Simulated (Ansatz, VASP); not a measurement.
## Al2Ga3As5 in VASP and in Ansatz

File INCAR:

```
PREC = Accurate
ENCUT = 520
EDIFF = 1E-6
ISMEAR = 0
SIGMA = 0.1
LREAL = False
LASPH = True
NELM = 60
ALGO = Normal
ISIF = 2
LWAVE = False
LCHARG = False
GGA = PE
NBANDS = 46
```

KPOINTS

```
regular mesh
0
Gamma
  4 4 4
```

Contents of POSCAR:

```
Al2Ga3As5
1.0
    0.0000000000     -4.0575766000      0.0000000000
    4.0575766000      0.0000000000      0.0000000000
   -2.0287883000      2.0287883000     14.3490194000
Al Ga As
2 3 5
Direct
    0.7001500000      0.7001500000      0.4003000000
    0.2998500000      0.2998500000      0.5997000000
    0.8998070000      0.8998070000      0.7996140000
    0.5000000000      0.5000000000      1.0000000000
    0.1001930000      0.1001930000      0.2003860000
    0.3495200000      0.8495200000      0.6990400000
    0.9499120000      0.4499120000      0.8998240000
    0.5500880000      0.0500880000      0.1001760000
    0.1504800000      0.6504800000      0.3009600000
    0.7500000000      0.2500000000      0.5000000000
```

Input for Ansatz:

```yaml
crystal:
  lattice:
    - [0.0, -4.0575766, 0.0]
    - [4.0575766, 0.0, 0.0]
    - [-2.0287883, 2.0287883, 14.3490194]
  atoms:
    - { symbol: Al, position: [0.70015, 0.70015, 0.4003] }
    - { symbol: Al, position: [0.29985, 0.29985, 0.5997] }
    - { symbol: Ga, position: [0.899807, 0.899807, 0.799614] }
    - { symbol: Ga, position: [0.5, 0.5, 1.0] }
    - { symbol: Ga, position: [0.100193, 0.100193, 0.200386] }
    - { symbol: As, position: [0.34952, 0.84952, 0.69904] }
    - { symbol: As, position: [0.949912, 0.449912, 0.899824] }
    - { symbol: As, position: [0.550088, 0.050088, 0.100176] }
    - { symbol: As, position: [0.15048, 0.65048, 0.30096] }
    - { symbol: As, position: [0.75, 0.25, 0.5] }
basis:
  ecutwfc: 420
kpoints:
  mp_grid: { grid: [4, 4, 4] }
hamiltonian:
  xc: pbe
scf:
  occupations: { method: gaussian, width: 0.1 }
  lower_state_search: "off"
output:
  forces: true
  stress: true
  eigenvalues: true
```

Alike in both runs: task single point; functional PBE; k mesh 4 × 4 × 4; occupations gaussian, width 0.1 eV; no spin polarisation.

```csv
,VASP,Ansatz
version,VASP 6.6.1,Ansatz 0.2.0
potentials or method,"VASP PAW PBE potentials, release 64 (Al, Ga_d, As), cutoff 520 eV","scalar-relativistic, plane waves, PAW"
valence electrons in the cell,70,120
```

Ansatz gave:

- gap on the k mesh at the Fermi level (eV): 0.73
- least direct gap on the mesh (eV): 0.73
- pressure (GPa): 0.1
- traceless stress, the component that is largest in VASP (GPa): -0.70
- rms of the force components (eV/Å): 0.004

Task: What did VASP give for the same quantities?

Result: gap on the k mesh at the Fermi level (eV): 0.73; least direct gap on the mesh (eV): 0.73; pressure (GPa): 0.3; traceless stress, the component that is largest in VASP (GPa): -0.71; rms of the force components (eV/Å): 0.005.

Atom by atom the forces differ by 0.001 eV/Å (rms over components). The functional is the same, so the differences come from potentials, cutoffs and numerics. VASP's potentials hold 70 valence electrons a cell and Ansatz's 120, so a difference there can come from the potentials and not from the codes.
